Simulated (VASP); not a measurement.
Here is a VASP 6.6.1 calculation.

POSCAR

```
ZnS
1.0
    3.8110000000      0.0000000000      0.0000000000
   -1.9055000000      3.3004228100      0.0000000000
    0.0000000000      0.0000000000      6.2340000000
Zn S
2 2
Direct
    0.3250882898      0.6588712083      0.0045550904
    0.6679119454      0.3358962444      0.5018663793
    0.3388597095      0.6860995516      0.3738171521
    0.6754149208      0.3245711911      0.8830873788
```

Contents of INCAR.step1:

```
PREC = Accurate ; ENCUT = 550
ISMEAR = 0 ; SIGMA = 0.1
LREAL = False ; LASPH = True
NELM = 120 ; NBANDS = 26
GGA = PE ; ALGO = Normal
EDIFF = 1E-5 ; LWAVE = True
LCHARG = False ; GGA_COMPAT = False
```

Contents of INCAR.step2:

```
PREC = Accurate ; ENCUT = 550
EDIFF = 1E-6 ; ISMEAR = 0
SIGMA = 0.1 ; LREAL = False
LASPH = True ; NELM = 120
ALGO = Normal ; ISIF = 2
LWAVE = False ; LCHARG = False
METAGGA = R2SCAN ; LMIXTAU = True
NBANDS = 26 ; ISTART = 1
GGA_COMPAT = False
```

File KPOINTS:

```
regular mesh
0
Gamma
  2 2 1
```

Potentials or basis: VASP PAW PBE potentials, release 64 (Zn, S).

Run with:

```console
$ cat potpaw_PBE.64/Zn/POTCAR potpaw_PBE.64/S/POTCAR > POTCAR
$ cp INCAR.step1 INCAR
$ mpirun -np 1 vasp_std > vasp.out
$ cp INCAR.step2 INCAR
$ mpirun -np 1 vasp_std > vasp.out
```

Q: Predict the band gap on the k mesh.

A: 2.73 eV, direct.

Q: Predict the pressure.

A: 2.0 GPa.

Q: Estimate the largest force.

A: 0.675 eV/Å.

Stress tensor (GPa, compression positive):
```
 5.09  1.01  0.44
 1.01  6.62  0.57
 0.44  0.57 -5.85
```

Caveat: the k points lie up to 1.01 Å⁻¹ apart; the PAW data sets were made with another functional, which shifts forces and pressure a little. r2SCAN opens gaps a little over a GGA but as a rule still falls short of measured ones.
